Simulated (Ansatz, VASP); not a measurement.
BN: VASP beside Ansatz

Contents of POSCAR:

```
BN
1.0
    2.5539396017      0.0000000000      0.0000000000
   -1.2769698009      2.2117765748      0.0000000000
    0.0000000000      0.0000000000      4.2268550000
B N
2 2
Direct
    0.6666666667      0.3333333333      1.0352113777
    0.3333333333      0.6666666667      0.4997240000
    0.6666666667      0.3333333333      0.6252760000
    0.3333333333      0.6666666667      0.1252760000
```

Contents of INCAR.step1:

```
ALGO = Normal
EDIFF = 1E-4
ENCUT = 520
GGA = PE
ISMEAR = 0
LASPH = T
LCHARG = F
LREAL = F
LWAVE = T
NBANDS = 16
NELM = 80
PREC = Accurate
SIGMA = 0.05
```

INCAR.step2

```
ALGO = Normal
EDIFF = 1E-7
ENCUT = 520
ISIF = 2
ISMEAR = 0
ISTART = 1
LASPH = T
LCHARG = T
LELF = T
LMIXTAU = T
LREAL = F
LVHAR = T
LWAVE = F
METAGGA = R2SCAN
NBANDS = 16
NELM = 80
PREC = Accurate
SIGMA = 0.05
```

File KPOINTS:

```
k-points
0
Gamma
  12 12 6
```

Input for Ansatz:

```yaml
crystal:
  lattice:
    - [2.5539396017, 0.0, 0.0]
    - [-1.2769698009, 2.2117765748, 0.0]
    - [0.0, 0.0, 4.226855]
  atoms:
    - { symbol: B, position: [0.6666666667, 0.3333333333, 1.0352113777] }
    - { symbol: B, position: [0.3333333333, 0.6666666667, 0.499724] }
    - { symbol: "N", position: [0.6666666667, 0.3333333333, 0.625276] }
    - { symbol: "N", position: [0.3333333333, 0.6666666667, 0.125276] }
basis:
  ecutwfc: 500
kpoints:
  mp_grid: { grid: [12, 12, 6] }
hamiltonian:
  xc: r2scan
scf:
  occupations: { method: gaussian, width: 0.05 }
output:
  forces: true
  stress: true
  eigenvalues: true
  write_density: true
  write_potential: true
  elf: true
  volumetric_format: npy
```

Alike in both runs: task single point; functional r2SCAN; k mesh 12 × 12 × 6; occupations gaussian, width 0.05 eV; no spin polarisation.

|  | VASP | Ansatz |
| --- | --- | --- |
| version | VASP 6.6.1 | Ansatz 0.2.0 |
| potentials or method | VASP PAW PBE potentials, release 64 (B, N), cutoff 520 eV | scalar-relativistic, plane waves, PAW |
| valence electrons in the cell | 16 | 16 |

Ansatz gave:

| Property | Result |
| --- | --- |
| gap on the k mesh at the Fermi level (eV) | 5.98 |
| least direct gap on the mesh (eV) | 8.35 |
| pressure (GPa) | -1.1 |
| traceless stress, the component that is largest in VASP (GPa) | 2.84 |
| rms of the force components (eV/Å) | 1.408 |

Estimate VASP's values.

gap on the k mesh at the Fermi level (eV): 5.98; least direct gap on the mesh (eV): 8.35; pressure (GPa): 0.0; traceless stress, the component that is largest in VASP (GPa): 2.57; rms of the force components (eV/Å): 1.410.

VASP's potentials were made for PBE, not for r2SCAN. Atom by atom the forces differ by 0.009 eV/Å (rms over components). The functional is the same, so the differences come from potentials, cutoffs and numerics.
